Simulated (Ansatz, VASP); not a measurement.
**One calculation of C, two programs**

```
C
1.0
     1.22905    0.70959    3.28297
    -1.22905    0.70959    3.28297
     0.00000   -1.41918    3.28297
C
2
Direct
  0.15845 0.17472 0.16658
  0.84155 0.82528 0.83342
```

Change from the starting cell: mode 5 frozen in at -0.020 Å, equal normal strain along x, y and z +0.0000.

Alike in both runs: task single point; functional PBEsol; dispersion D3(BJ); k mesh 15 × 15 × 15; occupations gaussian, width 0.05 eV; no spin polarisation.

|  | VASP | Ansatz |
| --- | --- | --- |
| version | VASP 6.6.1 | Ansatz 0.2.0 |
| potentials or method | VASP PAW PBE potentials, release 64 (C), cutoff 520 eV | scalar-relativistic, plane waves, PAW |
| valence electrons in the cell | 8 | 8 |

```tsv
	VASP	Ansatz	Ansatz less VASP
gap on the k mesh at the Fermi level (eV)	0.23	0.23	-0.001
least direct gap on the mesh (eV)	0.23	0.23	-0.001
pressure (GPa)	1.5	0.8	-0.74
traceless stress, the component that is largest in VASP (GPa)	-4.90	-4.80	+0.099
rms of the force components (eV/Å)	1.283	1.280	-0.0031
```

VASP's potentials were made for PBE, not for PBEsol, and Ansatz warns of the same on its side. Atom by atom the forces differ by 0.003 eV/Å (rms over components).
